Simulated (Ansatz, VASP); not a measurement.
**Ca in VASP and in Ansatz**

Contents of INCAR:

```
  ALGO = Normal
  EDIFF = 1E-6
  ENCUT = 500
  GGA = PS
  GGA_COMPAT = F
  ISIF = 2
  ISMEAR = -1
  LASPH = T
  LCHARG = T
  LORBIT = 11
  LORBMOM = T
  LREAL = F
  LSORBIT = T
  LVHAR = T
  LWAVE = F
  MAGMOM = 0 0 0
  NBANDS = 21
  NELM = 200
  PREC = Accurate
  SIGMA = 0.025
```

Contents of KPOINTS:

```
k-points
0
Gamma
  8 8 8
```

Contents of POSCAR:

```
Ca
1.0
   -2.2400000000      2.2400000000      2.2400000000
    2.2400000000     -2.2400000000      2.2400000000
    2.2400000000      2.2400000000     -2.2400000000
Ca
1
Direct
    0.0000000000      0.0000000000      0.0000000000
```

File input.yaml:

```yaml
crystal:
  lattice: { a: 4.48, b: 4.48, c: 4.48, alpha: 90.0, beta: 90.0, gamma: 90.0 }
  space_group: 229
  setting: { hermann_mauguin: Im-3m }
  reduce_to_primitive: true
  atoms:
    - { symbol: Ca, position: [0.0, 0.0, 0.0] }
kpoints:
  mp_grid: { grid: [8, 8, 8] }
scf:
  occupations: { method: fermi_dirac, width: 0.025 }
hamiltonian:
  xc: pbesol
  pseudopotentials: { kind: all_electron, lapw: { basis_error: 0.002 } }
magnetization:
  noncollinear: true
  spin_orbit: true
output:
  forces: true
  stress: true
  eigenvalues: true
  populations: true
```

Alike in both runs: functional PBEsol; k mesh 8 × 8 × 8; occupations fermi-dirac, width 0.025 eV; non-collinear spin, spin-orbit coupling.

```csv
,VASP,Ansatz
version,VASP 6.6.1,Ansatz 0.2.0
potentials or method,"VASP PAW PBE potentials, release 64 (Ca_sv), cutoff 500 eV","all-electron LAPW, relativistic spinors"
task,single point,atomic charges
```

|  | VASP | Ansatz | Ansatz less VASP |
| --- | --- | --- | --- |
| pressure (GPa) | -1.5 | -1.5 | 0.00 |
| net moment per atom (μB) | 0.00 | 0.00 | 0.000 |

VASP's potentials were made for PBE, not for PBEsol. Ansatz ran all-electron here, and VASP with PAW potentials.
